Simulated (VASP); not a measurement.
Runs of VASP 6.6.1 on HgP. The structure is that of space group F-43m (No. 216), or close to it. The cells are those of the table. 

| cell | gap on the mesh (eV) | pressure (GPa) |
| --- | --- | --- |
| a = 4.057 Å, angles 60.0°, 2 atoms | none | 1.9 |
| a = 4.029 Å, angles 60.0°, 2 atoms | none | 3.6 |
| a = 4.112 Å, angles 60.0°, 2 atoms | none | (b) |
| a = 4.138 Å, angles 60.0°, 2 atoms | none | (a) |
| a = 3.647 Å, angles 60.0°, 2 atoms | none | 54.6 |

Alike in all rows: task single point; level PBEsol; potentials or basis VASP PAW PBE potentials, release 64 (Hg, P); no spin polarisation; k mesh 10 × 10 × 10; cutoff (eV) 500; smearing gaussian 0.05 eV.

Q: Estimate the missing entries.

A: (a) -2.0; (b) -0.9.

Caveats: the PAW data sets were made with another functional, which shifts forces and pressure a little; spin-orbit coupling is left out, which moves the levels of the heavy elements; the cell stands under pressure (at least some runs).

A k mesh can miss the band edges, and the runs leave out spin-orbit coupling on Hg.

A gap of «none» marks levels without a gap at the run's occupations.
